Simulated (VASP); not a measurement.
# PtS2 (P-3m1) in VASP: a series of runs, part 2 of 2

VASP 6.6.1.

### 3 Relaxation of shape and atoms at fixed volume, PBE, non-collinear spin, zero start, spin-orbit coupling (25.38 Å³/atom)

INCAR reads:

```
SYSTEM = PtS2
PREC     = Accurate       ! precision mode
ENCUT    = 600            ! plane-wave cutoff, eV
EDIFF    = 1E-6           ! SCF threshold, eV
ISMEAR   = 0              ! smearing method
SIGMA    = 0.05           ! smearing width, eV
LREAL    = .False.        ! projectors in reciprocal space
LASPH    = .True.         ! aspherical terms in the spheres
NELM     = 150            ! most SCF steps
ALGO     = Normal         ! electronic algorithm
ISIF     = 4              ! what is computed and relaxed
LWAVE    = .False.        ! write WAVECAR
LCHARG   = .False.        ! write CHGCAR
MAGMOM   = 0 0 0 0 0 0 0 0 0 ! initial moments
LORBIT   = 11             ! projections on sites
LSORBIT  = .True.         ! spin-orbit coupling
GGA_COMPAT= .False.      
LORBMOM  = .True.       
LMAXMIX  = 4              ! l up to which the mixer works
GGA      = PE             ! functional
IBRION   = 2              ! ionic algorithm
NSW      = 60             ! ionic steps
EDIFFG   = -0.01          ! ionic threshold
```

KPOINTS reads:

```
Automatic mesh
0
Gamma
  8 8 4
  0 0 0
```

POSCAR reads:

```
PtS2
1.0
    3.6097704850      0.0000000000      0.0000000000
   -1.8048852425      3.1261529418      0.0000000000
    0.0000000000      0.0000000000      6.7481171578
Pt S
1 2
Direct
    0.0000000000      0.0000000000      0.0000000000
    0.3333333333      0.6666666667      0.1840440707
    0.6666666667      0.3333333333      0.8159559293
```

Potentials or basis: VASP PAW PBE potentials, release 64 (Pt, S).

Command:

```sh
$ cat potpaw_PBE.64/Pt/POTCAR potpaw_PBE.64/S/POTCAR > POTCAR
$ mpirun -np 1 vasp_ncl > vasp.out
```

OUTCAR:

```text
SYSTEM = PtS2
   PREC = Accurate
   ENCUT = 600
   EDIFF = 1E-6
   ISMEAR = 0
   LREAL = .False.
   LASPH = .True.
   NELM = 150
   ISIF = 4
   LORBIT = 11
   LSORBIT = .True.
   GGA = PE
   IBRION = 2
   NSW = 60
   EDIFFG = -0.01

 ion  position               nearest neighbor table
   1  0.000  0.000  0.000-   2 2.43   3 2.43   2 2.43   3 2.43   3 2.43   2 2.43
   2  0.333  0.667  0.184-   1 2.43   1 2.43   1 2.43
   3  0.667  0.333  0.816-   1 2.43   1 2.43   1 2.43

  LATTYP: Found a hexagonal cell.
 ALAT       =     3.6097704850
 C/A-ratio  =     1.8694033834

  Lattice vectors:

 A1 = (   3.6097704850,   0.0000000000,   0.0000000000)
 A2 = (  -1.8048852425,   3.1261529418,   0.0000000000)
 A3 = (   0.0000000000,   0.0000000000,   6.7481171578)

Analysis of symmetry for initial positions (statically):
=====================================================================
 Subroutine PRICEL returns:
 Original cell was already a primitive cell.

 Routine SETGRP: Setting up the symmetry group for a
 hexagonal supercell.

 Subroutine GETGRP returns: Found 12 space group operations
 (whereof 12 operations were pure point group operations)
 out of a pool of 24 trial point group operations.

The static configuration has the point symmetry D_3d.

Analysis of symmetry for dynamics (positions and initial velocities):
=====================================================================
 Subroutine PRICEL returns:
 Original cell was already a primitive cell.

 Routine SETGRP: Setting up the symmetry group for a
 hexagonal supercell.

 Subroutine GETGRP returns: Found 12 space group operations
 (whereof 12 operations were pure point group operations)
 out of a pool of 24 trial point group operations.

The dynamic configuration has the point symmetry D_3d.

Analysis of structural, dynamic, and magnetic symmetry:
[... 1225 lines left out ...]
  1         0.000   0.000   0.000
  2         0.000   0.000   0.000
  3         0.000   0.000   0.000
 ----------------------------------------
            0.000   0.000   0.000

 orbital moment (y)

 # of ion     p       d       tot
 ----------------------------------------
  1        -0.000   0.000  -0.000
  2        -0.000   0.000  -0.000
  3        -0.000   0.000  -0.000
 ----------------------------------------
           -0.000   0.000  -0.000

 orbital moment (z)

 # of ion     p       d       tot
 ----------------------------------------
  1         0.000  -0.000  -0.000
  2         0.000   0.000   0.000
  3         0.000   0.000   0.000
 ----------------------------------------
            0.000  -0.000  -0.000

 Spin-Orbit-Coupling matrix elements

 Ion:    1  E_soc:     -0.7745450
 l=   1
     0.0000000    -0.0333994    -0.0353101
    -0.0333994     0.0000000    -0.0333994
    -0.0353101    -0.0333994     0.0000000
 l=   2
     0.0000000    -0.0213600     0.0000000    -0.0213600    -0.0715363
    -0.0213600     0.0000000    -0.0510944    -0.0259983    -0.0213600
     0.0000000    -0.0510944     0.0000000    -0.0510944     0.0000000
    -0.0213600    -0.0259983    -0.0510944     0.0000000    -0.0213600
    -0.0715363    -0.0213600     0.0000000    -0.0213600     0.0000000
 l=   3
     0.0000000     0.0000000     0.0000000     0.0000000     0.0000000     0.0000000     0.0000000
     0.0000000     0.0000000     0.0000000     0.0000000     0.0000000     0.0000000     0.0000000
     0.0000000     0.0000000     0.0000000     0.0000000     0.0000000     0.0000000     0.0000000
     0.0000000     0.0000000     0.0000000     0.0000000     0.0000000     0.0000000     0.0000000
[... 29 lines left out ...]
 l=   2
     0.0000000     0.0000000     0.0000000     0.0000000     0.0000000
     0.0000000     0.0000000     0.0000000     0.0000000     0.0000000
     0.0000000     0.0000000     0.0000000     0.0000000     0.0000000
     0.0000000     0.0000000     0.0000000     0.0000000     0.0000000
     0.0000000     0.0000000     0.0000000     0.0000000     0.0000000
 l=   3
     0.0000000     0.0000000     0.0000000     0.0000000     0.0000000     0.0000000     0.0000000
     0.0000000     0.0000000     0.0000000     0.0000000     0.0000000     0.0000000     0.0000000
     0.0000000     0.0000000     0.0000000     0.0000000     0.0000000     0.0000000     0.0000000
     0.0000000     0.0000000     0.0000000     0.0000000     0.0000000     0.0000000     0.0000000
     0.0000000     0.0000000     0.0000000     0.0000000     0.0000000     0.0000000     0.0000000
     0.0000000     0.0000000     0.0000000     0.0000000     0.0000000     0.0000000     0.0000000
     0.0000000     0.0000000     0.0000000     0.0000000     0.0000000     0.0000000     0.0000000

 total charge

# of ion       s       p       d       tot
------------------------------------------
    1        0.688   0.778   7.935   9.401
    2        1.359   2.275   0.000   3.634
    3        1.359   2.275   0.000   3.634
--------------------------------------------------
tot          3.406   5.328   7.935  16.669

 magnetization (x)

# of ion       s       p       d       tot
------------------------------------------
    1        0.000   0.000   0.000   0.000
    2        0.000   0.000   0.000   0.000
    3        0.000   0.000   0.000   0.000
--------------------------------------------------
tot          0.000   0.000   0.000   0.000

 magnetization (y)

# of ion       s       p       d       tot
------------------------------------------
    1       -0.000  -0.000   0.000  -0.000
    2        0.000   0.000   0.000   0.000
    3       -0.000   0.000   0.000  -0.000
--------------------------------------------------
tot         -0.000  -0.000   0.000  -0.000

 magnetization (z)

# of ion       s       p       d       tot
------------------------------------------
    1        0.000   0.000   0.000   0.000
    2        0.000   0.000   0.000   0.000
    3        0.000   0.000   0.000   0.000
--------------------------------------------------
tot          0.000   0.000   0.000   0.000
```

OSZICAR:

```text
N       E                     dE             d eps       ncg     rms          rms(c)
DAV:   1     0.141848455421E+03    0.14185E+03   -0.10602E+04  2100   0.143E+03
[... 53 lines left out ...]
DAV:   1    -0.158554843268E+02   -0.17678E-02   -0.70351E-02  2148   0.193E+00    0.255E-01
DAV:   2    -0.158542275379E+02    0.12568E-02   -0.30749E-03  2282   0.537E-01    0.125E-01
DAV:   3    -0.158539813164E+02    0.24622E-03   -0.64873E-04  2508   0.208E-01    0.624E-02
DAV:   4    -0.158538930299E+02    0.88286E-04   -0.17737E-04  2434   0.907E-02    0.403E-02
DAV:   5    -0.158538817443E+02    0.11286E-04   -0.23908E-05  2758   0.334E-02    0.169E-02
DAV:   6    -0.158538793848E+02    0.23595E-05   -0.33961E-06  2192   0.155E-02    0.664E-03
DAV:   7    -0.158538792494E+02    0.13541E-06   -0.23000E-06  2238   0.108E-02
   6 F= -.15853879E+02 E0= -.15853879E+02  d E =-.121064E-02  mag=     0.0000     0.0000     0.0000
```

CONTCAR:

```text
PtS2
   1.00000000000000
     3.5711836929732801    0.0000000000000000    0.0000000000000000
    -1.7855918464866400    3.0927357996600611   -0.0000000000000001
    -0.0000000000000000    0.0000000000000000    6.8947323804210559
  Pt              S
     1     2
Direct
     0.0000000000000000    0.0000000000000000    1.0000000000000000
     0.3333333332999970    0.6666666667000030    0.1785590685184036
     0.6666666667000030    0.3333333332999970    0.8214409314815966

  0.00000000E+00  0.00000000E+00  0.00000000E+00
  0.00000000E+00  0.00000000E+00  0.00000000E+00
  0.00000000E+00  0.00000000E+00  0.00000000E+00
```

It took 18 min on 1 thread of Oxide Virtual Turin-like, shared host; peak memory 0.46 GiB.

What came out:

```
Free energy                                           : -15.8539 eV
Energy gained by relaxing                             : 6.8 meV/atom
Ionic steps                                           : 6
Pressure after relaxing                               : 0.0 GPa
Net moment                                            : 0.00 μB per cell
Valence electrons inside the program's atomic spheres : Pt 9.40; S 3.63
```

Step by step:
```csv
step,energy change (eV),largest force (eV/Å),pressure (GPa),volume (Å³)
1,0.0000,0.3710,-2.83,76.15
2,-0.0134,0.1846,-1.67,76.15
3,-0.0193,0.0449,-0.26,76.15
4,-0.0193,0.0546,-0.21,76.15
5,-0.0203,0.0217,-0.11,76.15
6,-0.0205,0.0008,-0.05,76.15
```

Final structure:
```yaml
crystal:
  lattice:
    - [3.57118, 0.00000, 0.00000]
    - [-1.78559, 3.09274, 0.00000]
    - [0.00000, 0.00000, 6.89473]
  atoms:
    - { symbol: Pt, position: [0.00000, 0.00000, 0.00000] }
    - { symbol: S, position: [0.33333, 0.66667, 0.17856] }
    - { symbol: S, position: [0.66667, 0.33333, 0.82144] }
```

Moments on the atoms (μB; x, y, z):
```
Pt  0.00 0.00 0.00
S   0.00 0.00 0.00
S   0.00 0.00 0.00
```

Caveat: this functional lacks dispersion, which binds layers or chains, so the pressure and a relaxed spacing across them are unreliable.
